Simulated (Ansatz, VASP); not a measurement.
One calculation of BP, two programs

```xyz
2
Lattice="0.0000 2.2740 2.2740 2.2740 0.0000 2.2740 2.2740 2.2740 0.0000" Properties=species:S:1:pos:R:3 pbc="T T T"
B     0.0000    0.0000    0.0000
P     3.4111    3.4111    3.4111
```

Alike in both runs: functional PBE; k mesh 11 × 11 × 11; no spin polarisation.

Ansatz relaxed the structure, and its values are those at the end. VASP's run is a single point on that final structure, the one shown.

|  | VASP | Ansatz |
| --- | --- | --- |
| version | VASP 6.6.1 | Ansatz 0.2.0 |
| potentials or method | VASP PAW PBE potentials, release 64 (B, P), cutoff 500 eV | plane-wave PAW DFT |
| occupations | gaussian, width 0.01 eV | fixed |
| valence electrons in the cell | 8 | 8 |

|  | VASP | Ansatz | Ansatz less VASP |
| --- | --- | --- | --- |
| pressure (GPa) | -0.2 | 0.0 | +0.21 |
